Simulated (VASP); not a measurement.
A run of VASP 6.6.1:

The input INCAR:

```
  PREC = Accurate
  ENCUT = 500
  EDIFF = 1E-6
  ISMEAR = 0
  SIGMA = 0.1
  LREAL = False
  LASPH = True
  NELM = 120
  ALGO = Normal
  ISIF = 2
  LWAVE = False
  LCHARG = False
  GGA = PE
  NBANDS = 21
  GGA_COMPAT = False
```

The input KPOINTS:

```
regular mesh
0
Gamma
  6 6 4
```

File POSCAR:

```
Si3Ge
1.0
    3.9157765130      0.0000000000      0.0000000000
    0.0000000000      3.9157765130      0.0000000000
    0.0000000000      0.0000000000      5.5214465675
Si Ge
3 1
Direct
    0.0000000000      0.5000000000      0.7440854079
    0.5000000000      0.0000000000      0.2559145921
    0.5000000000      0.5000000000      0.5000000000
    0.0000000000      0.0000000000      0.0000000000
```

Potentials or basis: VASP PAW PBE potentials, release 64 (Si, Ge_d).

Command:

```sh
$ cat potpaw_PBE.64/Si/POTCAR potpaw_PBE.64/Ge_d/POTCAR > POTCAR
$ mpirun -np 1 vasp_std > vasp.out
```

Hardware: 1 thread of Intel(R) Xeon(R) 6975P-C (Granite Rapids), on a shared host.

**Question.** Estimate the wall time of this run.

**Answer.** Run time: 16 s on 1 thread of Intel(R) Xeon(R) 6975P-C (Granite Rapids), with other jobs on the host, peak memory 0.2 GiB. Counts: scf iterations 12, k points 30.
